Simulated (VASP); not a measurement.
Write the native input for VASP 6.6.1 that does the following.

| Quantity | Value |
| --- | --- |
| Task | single point |
| Functional | PBE |
| Potentials or basis | VASP PAW PBE potentials, release 64 (Ga_d, As) |
| Cutoff | 520 eV |
| k mesh | 6 × 6 × 4 |
| Occupations | fermi-dirac, width 0.02 eV |
| Spin | no spin polarisation |
| Dipole correction | no |
| Further INCAR settings | ALGO = Normal; EDIFF = 1e-06; NBANDS = 26 |

The structure of GaAs lies in POSCAR:

```
GaAs
1.0
    4.2497555659      0.0000000000      0.0000000000
   -2.1248777830      3.6803962799      0.0000000000
    0.0000000000      0.0000000000      5.7732405026
Ga As
2 2
Direct
    0.3333333333      0.6666666667      0.2500000000
    0.6666666667      0.3333333333      0.7500000000
    0.6666666667      0.3333333333      0.2500000000
    0.3333333333      0.6666666667      0.7500000000
```

These files were run (other wordings do the same):

INCAR

```
PREC = Accurate
ENCUT = 520
EDIFF = 1E-6
ISMEAR = -1
SIGMA = 0.02
LREAL = F
LASPH = T
NELM = 80
ALGO = Normal
ISIF = 2
LWAVE = F
LCHARG = T
GGA = PE
LELF = T
LVHAR = T
NBANDS = 26
```

KPOINTS

```
regular mesh
0
Gamma
  6 6 4
```

Potentials or basis: VASP PAW PBE potentials, release 64 (Ga_d, As).

Run with:

```bash
$ cat potpaw_PBE.64/Ga_d/POTCAR potpaw_PBE.64/As/POTCAR > POTCAR
$ mpirun -np 1 vasp_std > vasp.out
```

Results of the run:

```json
{
  "Pressure": "2.6 GPa",
  "Band gap on the k mesh": "zero (band 18 reaches 4.20 eV, above the bottom of band 19 at 3.19 eV)"
}
```

Run time: 39 s on 1 thread of Intel Xeon 6975P-C, on a shared host, peak memory 0.23 GiB.
